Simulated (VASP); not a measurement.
# As (Pm-3m) in VASP: notebook

The runs below take As through single point, with LDA, RPBE, revPBE.

All numbers are computed with VASP 6.6.1; they aren't measurements. Logs are shortened: lines on timing, memory, paths and dates and some standing lists are left out, and cuts for length are marked.

### Step 1. The cell of the first run

It takes space group Pm-3m (No. 221, cubic). The conventional cell has a = 2.686 Å, b = 2.686 Å, c = 2.686 Å, α = 90.00°, β = 90.00°, γ = 90.00°. Within 3.5 Å of As (site symmetry m-3m) lie 6 As at 2.69 Å.

### Step 2. Single point, LDA (volume scaled by 0.98)

Contents of INCAR:

```
PREC     = Accurate       # precision mode
ENCUT    = 520            # plane-wave cutoff, eV
EDIFF    = 1E-6           # SCF threshold, eV
ISMEAR   = -1             # smearing method
SIGMA    = 0.05           # smearing width, eV
LREAL    = False          # projectors in reciprocal space
LASPH    = True           # aspherical terms in the spheres
NELM     = 80             # most SCF steps
ALGO     = Normal         # electronic algorithm
ISIF     = 2              # what is computed and relaxed
LWAVE    = False          # write WAVECAR
LCHARG   = True           # write CHGCAR
GGA      = CA             # functional
LELF     = True           # ELF
LVHAR    = True         
NBANDS   = 8              # bands
```

Contents of KPOINTS:

```
Automatic mesh
0
Gamma
  10 10 10
```

Contents of POSCAR:

```
As
1.0
    2.6855356826      0.0000000000      0.0000000000
    0.0000000000      2.6855356826      0.0000000000
    0.0000000000      0.0000000000      2.6855356826
As
1
Direct
    0.5000000000      0.5000000000      0.5000000000
```

Potentials or basis: VASP PAW LDA potentials, release 64 (As).

Run with:

```
cat potpaw_LDA.64/As/POTCAR > POTCAR
mpirun -np 1 vasp_std > vasp.out
```

OUTCAR:

```text
PREC = Accurate
   ENCUT = 520
   EDIFF = 1E-6
   ISMEAR = -1
   LREAL = False
   LASPH = True
   NELM = 80
   ISIF = 2
   GGA = CA

 ion  position               nearest neighbor table
   1  0.500  0.500  0.500-

  LATTYP: Found a simple cubic cell.
 ALAT       =     2.6855356826

  Lattice vectors:

 A1 = (   2.6855356826,   0.0000000000,   0.0000000000)
 A2 = (   0.0000000000,   2.6855356826,   0.0000000000)
 A3 = (   0.0000000000,   0.0000000000,   2.6855356826)

Analysis of symmetry for initial positions (statically):
=====================================================================
 Subroutine PRICEL returns:
 Original cell was already a primitive cell.

 Routine SETGRP: Setting up the symmetry group for a
 simple cubic supercell.

 Subroutine GETGRP returns: Found 48 space group operations
[... 9 lines left out ...]

 Routine SETGRP: Setting up the symmetry group for a
 simple cubic supercell.

 Subroutine GETGRP returns: Found 48 space group operations
[... 11 lines left out ...]
                                     Primitive cell

  volume of cell :      19.3684

  direct lattice vectors                    reciprocal lattice vectors
     2.685535683  0.000000000  0.000000000     0.372365188  0.000000000  0.000000000
     0.000000000  2.685535683  0.000000000     0.000000000  0.372365188  0.000000000
     0.000000000  0.000000000  2.685535683     0.000000000  0.000000000  0.372365188

  length of vectors
     2.685535683  2.685535683  2.685535683     0.372365188  0.372365188  0.372365188

  position of ions in fractional coordinates (direct lattice)
     0.500000000  0.500000000  0.500000000

  ion indices of the primitive-cell ions
   primitive index   ion index
                 1           1

----------------------------------------------------------------------------------------

 KPOINTS: Automatic mesh

Automatic generation of k-mesh.
 Grid dimensions read from file:
 generate k-points for:   10   10   10

 Generating k-lattice:

  Cartesian coordinates                     Fractional coordinates (reciprocal lattice)
     0.037236519  0.000000000  0.000000000     0.100000000  0.000000000  0.000000000
     0.000000000  0.037236519  0.000000000     0.000000000  0.100000000  0.000000000
     0.000000000  0.000000000  0.037236519     0.000000000  0.000000000  0.100000000

  Length of vectors
     0.037236519  0.037236519  0.037236519

  Shift w.r.t. Gamma in fractional coordinates (k-lattice)
     0.000000000  0.000000000  0.000000000

 Subroutine IBZKPT returns following result:
 ===========================================

 Found     56 irreducible k-points:

 Following reciprocal coordinates:
            Coordinates               Weight
  0.000000  0.000000  0.000000      1.000000
  0.100000  0.000000  0.000000      6.000000
  0.200000  0.000000  0.000000      6.000000
  0.300000  0.000000  0.000000      6.000000
  0.400000  0.000000  0.000000      6.000000
  0.500000  0.000000  0.000000      3.000000
[... 16 lines left out ...]
  0.200000  0.100000  0.100000     24.000000
  0.300000  0.100000  0.100000     24.000000
 [... further k-points ...]
   k-points           NKPTS =     56   k-points in BZ     NKDIM =     56   number of bands    NBANDS=      8
   number of dos      NEDOS =    301   number of ions     NIONS =      1
   total plane-waves  NPLWV =   8000
   dimension x,y,z NGX =    20 NGY =   20 NGZ =   20
   dimension x,y,z NGXF=    40 NGYF=   40 NGZF=   40
   ions per type =               1
   NGX,Y,Z   is equivalent  to a cutoff of  12.38, 12.38, 12.38 a.u.
   NGXF,Y,Z  is equivalent  to a cutoff of  24.76, 24.76, 24.76 a.u.
 SYSTEM =  unknown system
   PREC   = accura    normal or accurate (medium, high low for compatibility)
   ISTART =      0    job   : 0-new  1-cont  2-samecut
   ICHARG =      2    charge: 1-file 2-atom 10-const
   ISPIN  =      1    spin polarized calculation?
   LNONCOLLINEAR =      F non collinear calculations
   LSORBIT =      F    spin-orbit coupling
   LASPH  =      T    aspherical Exc in radial PAW
   ENCUT  =  520.0 eV  38.22 Ry    6.18 a.u.   4.99  4.99  4.99*2*pi/ulx,y,z
   NELM   =     80;   NELMIN=  2; NELMDL= -5     # of ELM steps
   EDIFF  = 0.1E-05   stopping-criterion for ELM
   LREAL  =      F    real-space projection
   EDIFFG = 0.1E-04   stopping-criterion for IOM
   NSW    =      0    number of steps for IOM
   IBRION =     -1    ionic relax: 0-MD 1-quasi-New 2-CG
   NFREE  =      0    steps in history (QN), initial steepest desc. (CG)
   ISIF   =      2    stress and relaxation
   ISYM   =      2    0-nonsym 1-usesym 2-fastsym
   POTIM  = 0.5000    time-step for ionic-motion
   TEBEG  =    0.0;   TEEND  =   0.0 temperature during run
   PSTRESS=    0.0 pullay stress
   NELECT =       5.0000    total number of electrons
   NUPDOWN=      -1.0000    fix difference up-down
   EMIN   =  10.00;   EMAX   =-10.00  energy-range for DOS
[... 5 lines left out ...]
     AMIX     =   0.40;   BMIX     =  1.00
     AMIX_MAG =   1.60;   BMIX_MAG =  1.00
  volume/ion in A,a.u.               =      19.37       130.70
  Fermi-wavevector in a.u.,A,eV,Ry     =   1.042399  1.969848 14.784026  1.086595
  Thomas-Fermi vector in A             =   2.177062
   LORBIT       =      0    0 simple, 1 ext, 2 COOP (PROOUT), +10 PAW based schemes
   GGA     = CA    functional components
   LHFCALC =     F    Hartree Fock is set to
   AEXX    =    0.0000 exact exchange contribution
   IVDW    =     0    specifies the selected vdW correction
   LEPSILON=     F    determine dielectric tensor
   LRPA    =     F    only Hartree local field effects (RPA)
 non-spin polarized calculation
  energy-cutoff  :      520.00
  volume of cell :       19.37
 maximum number of plane-waves:       552
 NGX is ok and might be reduce to    20
   NGX =  9   NGY =  9   NGZ =  9

 number of electron       5.0000001 magnetization

 Free energy of the ion-electron system (eV)
  ---------------------------------------------------
  ext. energy  EPLUGINS =         0.00000000
  ---------------------------------------------------
  free energy    TOTEN  =        -5.33553696 eV

  energy without entropy =       -5.33300304  energy(sigma->0) =       -5.33427000

 E-fermi :   6.1274     XC(G=0): -10.6735

 val. band max:        6.0385869508   @ k =   0.5000   0.3000   0.3000
 cond. band min:       6.1353779323   @ k =   0.3000   0.3000   0.3000
 fundamental gap:      0.0967909814
 Fermi energy:         6.1274145835

 k-point     1 :       0.0000    0.0000    0.0000
  band No.  band energies     occupation
      1      -8.9851      2.00000
      2      10.3634      0.00000
      3      10.3634      0.00000
      4      10.3634      0.00000
      5      14.7871      0.00000
      6      14.7871      0.00000
      7      16.7787      0.00000
      8      31.3451      0.00000

 k-point     2 :       0.1000    0.0000    0.0000
  band No.  band energies     occupation
      1      -8.7978      2.00000
      2       8.2914      0.00000
      3      10.5284      0.00000
      4      10.5284      0.00000
      5      14.9542      0.00000
      6      16.0006      0.00000
      7      18.1236      0.00000
      8      28.9716      0.00000

 k-point     3 :       0.2000    0.0000    0.0000
  band No.  band energies     occupation
      1      -8.2460      2.00000
      2       5.1780      2.00000
      3      10.9993      0.00000
      4      10.9993      0.00000
      5      15.4438      0.00000
      6      16.8085      0.00000
      7      21.7468      0.00000
      8      26.0367      0.00000

 k-point     4 :       0.3000    0.0000    0.0000
  band No.  band energies     occupation
      1      -7.3741      2.00000
      2       2.3303      2.00000
      3      11.6885      0.00000
      4      11.6885      0.00000
      5      16.2050      0.00000
      6      17.7703      0.00000
      7      23.5346      0.00000
      8      23.5346      0.00000

 k-point     5 :       0.4000    0.0000    0.0000
  band No.  band energies     occupation
      1      -6.3464      2.00000
      2       0.0854      2.00000
      3      12.3858      0.00000
      4      12.3858      0.00000
      5      17.0688      0.00000
      6      19.0541      0.00000
      7      21.7399      0.00000
      8      21.7399      0.00000

 k-point     6 :       0.5000    0.0000    0.0000
  band No.  band energies     occupation
      1      -5.7658      2.00000
      2      -0.9050      2.00000
      3      12.7058      0.00000
      4      12.7058      0.00000
      5      17.5268      0.00000
      6      20.3301      0.00000
      7      21.0530      0.00000
      8      21.0530      0.00000

 k-point     7 :       0.1000    0.1000    0.0000
  band No.  band energies     occupation
      1      -8.6106      2.00000
      2       8.2985      0.00000
      3       8.6404      0.00000
      4      10.6930      0.00000
      5      15.6105      0.00000
      6      17.5428      0.00000
      7      18.5839      0.00000
      8      26.6329      0.00000

 k-point     8 :       0.2000    0.1000    0.0000
  band No.  band energies     occupation
      1      -8.0587      2.00000
      2       5.3477      2.00000
      3       8.9827      0.00000
      4      11.1632      0.00000
      5      16.1859      0.00000
      6      18.4737      0.00000
      7      21.5732      0.00000
      8      24.0893      0.00000

 k-point     9 :       0.3000    0.1000    0.0000
  band No.  band energies     occupation
      1      -7.1868      2.00000
      2       2.5065      2.00000
      3       9.7258      0.00000
      4      11.8511      0.00000
      5      17.0009      0.00000
      6      18.8284      0.00000
      7      21.2620      0.00000
      8      23.6944      0.00000

 k-point    10 :       0.4000    0.1000    0.0000
  band No.  band energies     occupation
      1      -6.1587      2.00000
      2       0.2635      2.00000
      3      10.5194      0.00000
      4      12.5464      0.00000
      5      17.7835      0.00000
      6      18.2654      0.00000
      7      21.1934      0.00000
      8      21.9058      0.00000
[... 78 lines left out ...]
 k-point    18 :       0.5000    0.3000    0.0000
  band No.  band energies     occupation
      1      -4.1296      2.00000
      2       0.5713      2.00000
      3       5.1505      2.00000
      4      11.4335      0.00000
      5      13.9729      0.00000
      6      20.7766      0.00000
      7      22.4811      0.00000
      8      23.2204      0.00000

 k-point    19 :       0.4000    0.4000    0.0000
  band No.  band energies     occupation
      1      -3.6653      2.00000
      2       2.2621      2.00000
      3       2.6245      2.00000
      4      10.2247      0.00000
      5      14.3234      0.00000
      6      21.1413      0.00000
      7      23.8463      0.00000
      8      24.1810      0.00000

 k-point    20 :       0.5000    0.4000    0.0000
  band No.  band energies     occupation
      1      -3.0498      2.00000
      2       1.4150      2.00000
      3       2.8793      2.00000
      4       9.4056      0.00000
      5      14.6204      0.00000
      6      21.9922      0.00000
      7      23.3564      0.00000
      8      24.2614      0.00000

 k-point    21 :       0.5000    0.5000    0.0000
  band No.  band energies     occupation
      1      -2.4062      2.00000
      2       1.8327      2.00000
      3       1.8327      2.00000
      4       8.5923      0.00000
      5      14.9110      0.00000
      6      22.9151      0.00000
      7      23.8242      0.00000
      8      23.8242      0.00000

 k-point    22 :       0.1000    0.1000    0.1000
  band No.  band energies     occupation
      1      -8.4233      2.00000
      2       8.4662      0.00000
      3       8.4662      0.00000
      4       9.0142      0.00000
      5      17.7043      0.00000
      6      17.7043      0.00000
      7      18.9136      0.00000
      8      26.6740      0.00000

 k-point    23 :       0.2000    0.1000    0.1000
  band No.  band energies     occupation
      1      -7.8715      2.00000
      2       5.5169      1.99999
      3       8.9480      0.00000
      4       9.3798      0.00000
      5      18.1716      0.00000
      6      18.8162      0.00000
      7      21.5313      0.00000
      8      23.6007      0.00000

 k-point    24 :       0.3000    0.1000    0.1000
  band No.  band energies     occupation
      1      -6.9996      2.00000
      2       2.6824      2.00000
      3       9.6631      0.00000
      4      10.1537      0.00000
      5      18.7738      0.00000
      6      18.8651      0.00000
      7      21.0257      0.00000
      8      21.8478      0.00000

 [... further k-points ...]
[... 5 lines left out ...]
  --------------------------------------------------------------------------------------
  -------------------------------------------------------------------------------------
  Total       -0.1360489     -0.1360489     -0.1360489      0.0000000      0.0000000     -0.0000000
  in kB      -11.2541501    -11.2541501    -11.2541501      0.0000000      0.0000000     -0.0000000
  external PRESSURE =     -11.2541501 kB  Pullay stress =       0.0000000 kB

 VOLUME and BASIS-vectors are now :
 -----------------------------------------------------------------------------
  energy-cutoff  :      520.00
  volume of cell :       19.37
      direct lattice vectors                 reciprocal lattice vectors
     2.685535683  0.000000000  0.000000000     0.372365188  0.000000000  0.000000000
     0.000000000  2.685535683  0.000000000     0.000000000  0.372365188  0.000000000
     0.000000000  0.000000000  2.685535683     0.000000000  0.000000000  0.372365188

 POSITION                                       TOTAL-FORCE (eV/Angst)
 -----------------------------------------------------------------------------------
      1.34277      1.34277      1.34277         0.000000      0.000000      0.000000
 -----------------------------------------------------------------------------------
    total drift:                                0.000000      0.000000      0.000000

  FREE ENERGIE OF THE ION-ELECTRON SYSTEM (eV)
  ---------------------------------------------------
  free  energy   TOTEN  =        -5.3355369567 eV

  energy  without entropy=       -5.3330030422  energy(sigma->0) =       -5.33427000
```

It took 4.7 s on 1 thread of Intel Xeon Platinum 8488C (Sapphire Rapids), shared host; peak memory 0.11 GiB.

What came out:

* Free energy: -5.3355 eV
* Pressure: -1.1 GPa

Levels at points of the mesh, in eV from the Fermi level:
```tsv
k point	band 1	band 2	band 3	band 4	band 5	band 6	band 7
(0.00, 0.00, 0.00)	-15.11	4.24	4.24	4.24	8.66	8.66	10.65
(0.50, 0.00, 0.00)	-11.89	-7.03	6.58	6.58	11.40	14.20	14.93
(0.50, 0.50, 0.00)	-8.53	-4.29	-4.29	2.46	8.78	16.79	17.70
(0.50, 0.50, 0.50)	-4.82	-1.80	-1.80	-1.80	6.00	6.00	6.00
```

(Part 1 of 2 ends here.)
